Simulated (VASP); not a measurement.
# SnO2 (I4_1/amd) in VASP: relaxation of shape and atoms at fixed volume with PBE

Aim: the relaxation of shape and atoms at fixed volume of SnO2 with PBE.

Everything below comes from runs of VASP 6.6.1. Logs are shortened: lines on timing, memory, paths and dates and some standing lists are left out, and cuts for length are marked.

## 1. The cell of the first run

The structure is tetragonal, space group I4_1/amd (No. 141). The conventional cell has a = 4.092 Å, b = 4.092 Å, c = 10.465 Å, α = 90.00°, β = 90.00°, γ = 90.00°. Sn (site symmetry -4m2) has 6 O at 2.11 to 2.12 Å within 2.8 Å. Within 2.8 Å of O (site symmetry 2mm) lie 3 Sn at 2.11 to 2.12 Å and 2 O at 2.61 Å.

## 2. Relaxation of shape and atoms at fixed volume, PBE (14.61 Å³/atom)

INCAR

```
ALGO = Normal
EDIFF = 1E-6
EDIFFG = -0.01
ENCUT = 600
GGA = PE
IBRION = 2
ISIF = 4
ISMEAR = 0
LASPH = T
LCHARG = F
LREAL = F
LWAVE = F
NELM = 100
NSW = 50
PREC = Accurate
SIGMA = 0.02
```

KPOINTS

```
k-points
0
Gamma
  10 10 10
```

POSCAR

```
SnO2
1.0
   -2.0461996313      2.0461996313      5.2326833346
    2.0461996313     -2.0461996313      5.2326833346
    2.0461996313      2.0461996313     -5.2326833346
Sn O
2 4
Direct
    0.7500000000      0.2500000000      0.5000000000
    0.0000000000      0.0000000000      0.0000000000
    0.7975932603      0.7975932603      0.0000000000
    0.9524067397      0.4524067397      0.5000000000
    0.2024067397      0.2024067397      0.0000000000
    0.5475932603      0.0475932603      0.5000000000
```

Potentials or basis: VASP PAW PBE potentials, release 64 (Sn_d, O).

Command:

```bash
> cat potpaw_PBE.64/Sn_d/POTCAR potpaw_PBE.64/O/POTCAR > POTCAR
> mpirun -np 1 vasp_std > vasp.out
```

OUTCAR:

```text
EDIFF = 1E-6
   EDIFFG = -0.01
   ENCUT = 600
   GGA = PE
   IBRION = 2
   ISIF = 4
   ISMEAR = 0
   LASPH = T
   LREAL = F
   NELM = 100
   NSW = 50
   PREC = Accurate

 ion  position               nearest neighbor table
   1  0.750  0.250  0.500-   3 2.11   5 2.11   3 2.11   5 2.11   4 2.12   6 2.12   2 3.32   2 3.32
                             2 3.32   2 3.32
   2  0.000  0.000  0.000-   6 2.11   4 2.11   6 2.11   4 2.11   3 2.12   5 2.12   1 3.32   1 3.32
                             1 3.32   1 3.32
   3  0.798  0.798  0.000-   1 2.11   1 2.11   2 2.12
   4  0.952  0.452  0.500-   2 2.11   2 2.11   1 2.12
   5  0.202  0.202  0.000-   1 2.11   1 2.11   2 2.12
   6  0.548  0.048  0.500-   2 2.11   2 2.11   1 2.12

  LATTYP: Found a body centered tetragonal cell.
 ALAT       =     4.0923992626
 C/A-ratio  =     2.5572692198

  Lattice vectors:

 A1 = (  -2.0461996313,   2.0461996313,   5.2326833346)
 A2 = (   2.0461996313,  -2.0461996313,   5.2326833346)
 A3 = (   2.0461996313,   2.0461996313,  -5.2326833346)

Analysis of symmetry for initial positions (statically):
=====================================================================
 Subroutine PRICEL returns:
 Original cell was already a primitive cell.

 Routine SETGRP: Setting up the symmetry group for a
 body centered tetragonal supercell.

 Subroutine GETGRP returns: Found 16 space group operations
 (whereof  8 operations were pure point group operations)
 out of a pool of 16 trial point group operations.

The static configuration has the point symmetry D_2d.
 The point group associated with its full space group is D_4h.

Analysis of symmetry for dynamics (positions and initial velocities):
=====================================================================
 Subroutine PRICEL returns:
 Original cell was already a primitive cell.

 Routine SETGRP: Setting up the symmetry group for a
 body centered tetragonal supercell.

 Subroutine GETGRP returns: Found 16 space group operations
 (whereof  8 operations were pure point group operations)
 out of a pool of 16 trial point group operations.

The dynamic configuration has the point symmetry D_2d.
 The point group associated with its full space group is D_4h.

 Subroutine INISYM returns: Found 16 space group operations
 (whereof  8 operations are pure point group operations),
 and found     1 'primitive' translations

----------------------------------------------------------------------------------------

                                     Primitive cell

  volume of cell :      87.6356

  direct lattice vectors                    reciprocal lattice vectors
    -2.046199631  2.046199631  5.232683335     0.000000000  0.244355435  0.095553269
     2.046199631 -2.046199631  5.232683335     0.244355435  0.000000000  0.095553269
     2.046199631  2.046199631 -5.232683335     0.244355435  0.244355435  0.000000000

  length of vectors
     5.979535161  5.979535161  5.979535161     0.262373790  0.262373790  0.345570770

  position of ions in fractional coordinates (direct lattice)
     0.750000000  0.250000000  0.500000000
     0.000000000  0.000000000  0.000000000
     0.797593260  0.797593260  0.000000000
     0.952406740  0.452406740  0.500000000
     0.202406740  0.202406740  0.000000000
     0.547593260  0.047593260  0.500000000

  ion indices of the primitive-cell ions
   primitive index   ion index
                 1           1
                 2           2
                 3           3
                 4           4
                 5           5
                 6           6

----------------------------------------------------------------------------------------

 KPOINTS: k-points

Automatic generation of k-mesh.
 Grid dimensions read from file:
 generate k-points for:   10   10   10

 Generating k-lattice:

  Cartesian coordinates                     Fractional coordinates (reciprocal lattice)
     0.000000000  0.024435543  0.009555327     0.100000000  0.000000000  0.000000000
     0.024435543  0.000000000  0.009555327     0.000000000  0.100000000  0.000000000
     0.024435543  0.024435543  0.000000000     0.000000000  0.000000000  0.100000000

  Length of vectors
     0.026237379  0.026237379  0.034557077

  Shift w.r.t. Gamma in fractional coordinates (k-lattice)
     0.000000000  0.000000000  0.000000000

 Subroutine IBZKPT returns following result:
 ===========================================

 Found    102 irreducible k-points:

 Following reciprocal coordinates:
            Coordinates               Weight
  0.000000  0.000000  0.000000      1.000000
  0.100000  0.000000 -0.000000      8.000000
  0.200000  0.000000 -0.000000      8.000000
  0.300000  0.000000  0.000000      8.000000
  0.400000  0.000000  0.000000      8.000000
  0.500000  0.000000 -0.000000      4.000000
[... 16 lines left out ...]
  0.300000  0.300000  0.000000      8.000000
  0.400000  0.300000 -0.000000     16.000000
 [... further k-points ...]
   k-points           NKPTS =    102   k-points in BZ     NKDIM =    102   number of bands    NBANDS=     31
   number of dos      NEDOS =    301   number of ions     NIONS =      6
   total plane-waves  NPLWV = 110592
   dimension x,y,z NGX =    48 NGY =   48 NGZ =   48
   dimension x,y,z NGXF=    96 NGYF=   96 NGZF=   96
   ions per type =               2   4
   NGX,Y,Z   is equivalent  to a cutoff of  13.35, 13.35, 13.35 a.u.
   NGXF,Y,Z  is equivalent  to a cutoff of  26.69, 26.69, 26.69 a.u.
 SYSTEM =  unknown system
   PREC   = accura    normal or accurate (medium, high low for compatibility)
   ISTART =      0    job   : 0-new  1-cont  2-samecut
   ICHARG =      2    charge: 1-file 2-atom 10-const
   ISPIN  =      1    spin polarized calculation?
   LNONCOLLINEAR =      F non collinear calculations
   LSORBIT =      F    spin-orbit coupling
   LASPH  =      T    aspherical Exc in radial PAW
   ENCUT  =  600.0 eV  44.10 Ry    6.64 a.u.  11.94 11.94 11.94*2*pi/ulx,y,z
   NELM   =    100;   NELMIN=  2; NELMDL= -5     # of ELM steps
   EDIFF  = 0.1E-05   stopping-criterion for ELM
   LREAL  =      F    real-space projection
   EDIFFG = -.1E-01   stopping-criterion for IOM
   NSW    =     50    number of steps for IOM
   IBRION =      2    ionic relax: 0-MD 1-quasi-New 2-CG
   NFREE  =      1    steps in history (QN), initial steepest desc. (CG)
   ISIF   =      4    stress and relaxation
   ISYM   =      2    0-nonsym 1-usesym 2-fastsym
   POTIM  = 0.5000    time-step for ionic-motion
   TEBEG  =    0.0;   TEEND  =   0.0 temperature during run
   PSTRESS=    0.0 pullay stress
   NELECT =      52.0000    total number of electrons
   NUPDOWN=      -1.0000    fix difference up-down
   EMIN   =  10.00;   EMAX   =-10.00  energy-range for DOS
   EFERMI =   0.00;   METHOD = LEGACY
   ISMEAR =     0;   SIGMA  =   0.02  broadening in eV -4-tet -1-fermi 0-gaus
   EFERMI_NEDOS =   21; number of points for ismear=-14 and -15
   IALGO  =     38    algorithm
   IMIX   =      4    mixing-type and parameters
     AMIX     =   0.40;   BMIX     =  1.00
     AMIX_MAG =   1.60;   BMIX_MAG =  1.00
  volume/ion in A,a.u.               =      14.61        98.57
  Fermi-wavevector in a.u.,A,eV,Ry     =   1.375675  2.599649 25.748771  1.892481
  Thomas-Fermi vector in A             =   2.500989
   LORBIT       =      0    0 simple, 1 ext, 2 COOP (PROOUT), +10 PAW based schemes
   GGA     = PE    functional components
   LHFCALC =     F    Hartree Fock is set to
   AEXX    =    0.0000 exact exchange contribution
   IVDW    =     0    specifies the selected vdW correction
   LEPSILON=     F    determine dielectric tensor
   LRPA    =     F    only Hartree local field effects (RPA)
 conjugate gradient relaxation of ions
 non-spin polarized calculation
 Gauss-broadening in eV      SIGMA  =   0.02
  energy-cutoff  :      600.00
  volume of cell :       87.64
 maximum number of plane-waves:      2947
   NGX = 23   NGY = 23   NGZ = 23

--------------------------------------- Ionic step        1  -------------------------------------------

 number of electron      52.0000002 magnetization

 Free energy of the ion-electron system (eV)
  ---------------------------------------------------
  ext. energy  EPLUGINS =         0.00000000
  ---------------------------------------------------
  free energy    TOTEN  =       -36.95400788 eV

  energy without entropy =      -36.95400788  energy(sigma->0) =      -36.95400788

------------------------ aborting loop because EDIFF is reached ----------------------------------------

  FORCE on cell =-STRESS in cart. coord.  units (eV):
  Direction    XX          YY          ZZ          XY          YZ          ZX
  --------------------------------------------------------------------------------------
  -------------------------------------------------------------------------------------
  Total       -2.0296058     -2.0296058     -2.4906376      0.0000000      0.0000000      0.0000000
  in kB      -37.1058019    -37.1058019    -45.5345111      0.0000000      0.0000000      0.0000000
  external PRESSURE =     -39.9153717 kB  Pullay stress =       0.0000000 kB
[... 145 lines left out ...]
  energy  without entropy=      -36.9568079915  energy(sigma->0) =      -36.95680799

--------------------------------------- Ionic step        5  -------------------------------------------

 number of electron      51.9999997 magnetization

 Free energy of the ion-electron system (eV)
  ---------------------------------------------------
  ext. energy  EPLUGINS =         0.00000000
  ---------------------------------------------------
  free energy    TOTEN  =       -36.95720960 eV

  energy without entropy =      -36.95720960  energy(sigma->0) =      -36.95720960

 E-fermi :   3.5244     XC(G=0):  -9.9514

 val. band max:        3.3856078464   @ k =  -0.4000   0.4000   0.0000
 cond. band min:       4.4413258373   @ k =   0.0000   0.0000   0.0000
 fundamental gap:      1.0557179909
 Fermi energy:         3.5243570611

 k-point     1 :       0.0000    0.0000    0.0000
  band No.  band energies     occupation
      1     -16.9726      2.00000
      2     -16.9416      2.00000
      3     -16.8425      2.00000
      4     -16.4232      2.00000
      5     -16.3455      2.00000
      6     -16.3455      2.00000
[... 805 lines left out ...]
     30      11.5085      0.00000
     31      11.9823      0.00000

 [... further k-points ...]

------------------------ aborting loop because EDIFF is reached ----------------------------------------

  FORCE on cell =-STRESS in cart. coord.  units (eV):
  Direction    XX          YY          ZZ          XY          YZ          ZX
  --------------------------------------------------------------------------------------
  -------------------------------------------------------------------------------------
  Total       -1.9497466     -1.9497466     -1.9442317      0.0000000     -0.0000000      0.0000000
  in kB      -35.6457951    -35.6457951    -35.5449707      0.0000000     -0.0000000      0.0000000
  external PRESSURE =     -35.6121870 kB  Pullay stress =       0.0000000 kB
[... 21 lines left out ...]
  FREE ENERGIE OF THE ION-ELECTRON SYSTEM (eV)
  ---------------------------------------------------
  free  energy   TOTEN  =       -36.9572095985 eV

  energy  without entropy=      -36.9572095985  energy(sigma->0) =      -36.95720960

 reached required accuracy - stopping structural energy minimisation
```

Run time: 29 min. Hardware: 1 thread of Oxide Virtual Turin-like, shared host; peak memory 0.48 GiB.

Results:

| Quantity | Value |
| --- | --- |
| Free energy | -36.9572 eV |
| Energy gained by relaxing | 0.5 meV/atom |
| Ionic steps | 5 |
| Pressure after relaxing | -3.6 GPa |
| Band gap on the k mesh | 1.06 eV (least direct gap 1.35 eV) |

Step by step:
```csv
step,energy change (eV),largest force (eV/Å),pressure (GPa),volume (Å³)
1,0.0000,0.1430,-3.99,87.64
2,-0.0025,0.0161,-3.63,87.64
3,-0.0025,0.0209,-3.64,87.64
4,-0.0028,0.0159,-3.62,87.64
5,-0.0032,0.0002,-3.56,87.64
```

Final structure:
```
Sn O
1.0
    -2.04441    2.04441    5.24184
     2.04441   -2.04441    5.24184
     2.04441    2.04441   -5.24184
Sn O
2 4
Cartesian
  0.0000 2.0444 2.6209
  0.0000 0.0000 0.0000
  0.0000 0.0000 8.3742
  0.0000 2.0444 4.7304
  0.0000 0.0000 2.1095
  0.0000 2.0444 0.5114
```

Caveat: spin-orbit coupling is left out, which moves the levels of the heavy elements. A k mesh can miss the band edges.
